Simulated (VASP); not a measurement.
Runs of VASP 6.6.1 on Ti. The structure is that of space group P6_3/mmc (No. 194), or close to it. The cells are those of the table. 

```csv
task,level,cell,k mesh,cutoff (eV),smearing,gap on the mesh (eV),pressure (GPa)
single point,PBE,"a = 2.941, b = 2.941, c = 4.664 Å, angles 90.0, 90.0, 120.0°, 2 atoms",18 × 18 × 10,500,fermi-dirac 0.15 eV,none,-0.3
single point,PBE,"a = 2.950, b = 2.950, c = 4.680 Å, angles 90.0, 90.0, 120.0°, 2 atoms",6 × 6 × 4,520,gaussian 0.1 eV,none,-1.7
relaxation of shape and atoms at fixed volume,PBE,"relaxed from a = 2.846, b = 2.846, c = 4.511 Å, angles 90.0, 90.0, 120.0°, 2 atoms",18 × 18 × 10,600,gaussian 0.1 eV,none,11.9
single point,PBE,"a = 2.950, b = 2.950, c = 4.680 Å, angles 90.0, 90.0, 120.0°, 2 atoms",18 × 18 × 10,520,gaussian 0.1 eV,none,-2.1
single point,r2SCAN,"a = 2.939, b = 2.939, c = 4.650 Å, angles 90.0, 90.0, 120.0°, 2 atoms",18 × 18 × 10,520,gaussian 0.1 eV,none,(a)
single point,PBE,"a = 2.939, b = 2.939, c = 4.650 Å, angles 90.0, 90.0, 120.0°, 2 atoms",18 × 18 × 10,520,gaussian 0.1 eV,none,(b)
relaxation of cell and atoms,PBE,"relaxed from a = 2.939, b = 2.939, c = 4.650 Å, angles 90.0, 90.0, 120.0°, 2 atoms",18 × 18 × 10,500,fermi-dirac 0.15 eV,none,0.0
```

Alike in all rows: potentials or basis VASP PAW PBE potentials, release 64 (Ti_sv); no spin polarisation.

Question: Fill in the values left out.

Answer: (a) -0.2; (b) -0.6.

Caveats: some runs use coarse meshes; the relaxation stopped at its first step, so nothing moved (some runs); the PAW data sets were made with another functional, which shifts forces and pressure a little (some runs).

A gap of «none» marks levels without a gap at the run's occupations.
